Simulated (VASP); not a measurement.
A run of VASP 6.6.1 is set up as follows.

File INCAR:

```
SYSTEM = TiAl3
PREC = Accurate
ENCUT = 520
EDIFF = 1E-6
ISMEAR = 0
SIGMA = 0.1
LREAL = .False.
LASPH = .True.
NELM = 80
ALGO = Fast
ISIF = 2
LWAVE = .False.
LCHARG = .True.
GGA = PS
LELF = .True.
LVHAR = .True.
NBANDS = 18
```

File KPOINTS:

```
Automatic mesh
0
Gamma
  14 14 14
  0 0 0
```

File POSCAR:

```
TiAl3
1.0
    4.1852454995      0.0000000000      0.0000000000
    0.0000000000      4.1852454995      0.0000000000
    0.0000000000      0.0000000000      3.8062043976
Ti Al
1 3
Direct
    0.0000000000      0.0000000000      0.0000000000
    0.5000000000      0.5000000000      0.0000000000
    0.5000000000      0.0000000000      0.5000000000
    0.0000000000      0.5000000000      0.5000000000
```

Potentials or basis: VASP PAW PBE potentials, release 64 (Ti_sv, Al).

Command:

```console
$ cat potpaw_PBE.64/Ti_sv/POTCAR potpaw_PBE.64/Al/POTCAR > POTCAR
$ mpirun -np 1 vasp_std > vasp.out
```

(1) What does it give for the band gap on the k mesh?

(2) What does it give for the pressure?

Answers

(1) zero (an odd number of electrons rules out a gap without spin polarisation).

(2) -7.0 GPa.

Caveat: the cell differs from its parent crystal (biaxial strain in the a-b plane: +6.0 %); the stress differs along the axes, from -10 to -1 GPa; the PAW data sets were made with another functional, which shifts forces and pressure a little.
